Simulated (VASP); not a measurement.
Input of a VASP 6.6.1 run:

The input INCAR:

```
SYSTEM = EuZrF4
PREC = Accurate
ENCUT = 600
EDIFF = 1E-6
ISMEAR = 0
SIGMA = 0.1
LREAL = .False.
LASPH = .True.
NELM = 200
ALGO = Normal
ISIF = 2
LWAVE = .False.
LCHARG = .False.
ISPIN = 2
MAGMOM = 7.39 -0.99 0 0 0 0
LORBIT = 11
LMAXMIX = 6
GGA = PE
NBANDS = 42
GGA_COMPAT = .False.
KPAR = 4
```

Contents of KPOINTS:

```
Automatic mesh
0
Gamma
  10 10 8
  0 0 0
```

The input POSCAR:

```
EuZrF4
1.0
    4.0229407948      0.0000000000      0.0000000000
    0.0000000000      4.0229407948      0.0000000000
    0.0000000000      0.0000000000      5.6031273775
Eu Zr F
1 1 4
Direct
    0.5000000000      0.5000000000      0.0000000000
    0.0000000000      0.0000000000      0.5000000000
    0.0000000000      0.5000000000      0.2727822786
    0.5000000000      0.0000000000      0.2727822786
    0.0000000000      0.5000000000      0.7272177214
    0.5000000000      0.0000000000      0.7272177214
```

Potentials or basis: VASP PAW PBE potentials, release 64 (Eu, Zr_sv, F).

The run is started by

```bash
$ cat potpaw_PBE.64/Eu/POTCAR potpaw_PBE.64/Zr_sv/POTCAR potpaw_PBE.64/F/POTCAR > POTCAR
$ mpirun -np 4 vasp_std > vasp.out
```

Question: Estimate the site moments.

Answer: Eu +6.65; Zr -1.28; F -0.02 μB.

Question: Estimate the largest force.

Answer: 0.016 eV/Å.

Question: Predict the pressure.

Answer: -0.7 GPa.

Forces in eV/Å, atoms in the order of the input:
```
Eu   0.000  0.000  0.000
Zr   0.000  0.000  0.000
F    0.000  0.000 -0.016
F    0.000  0.000 -0.016
F    0.000  0.000  0.016
F    0.000  0.000  0.016
```

Caveat: a cell with one magnetic atom can't hold antiferromagnetic order, which such compounds often take. The state reached can hang on the start; a lower one may exist.
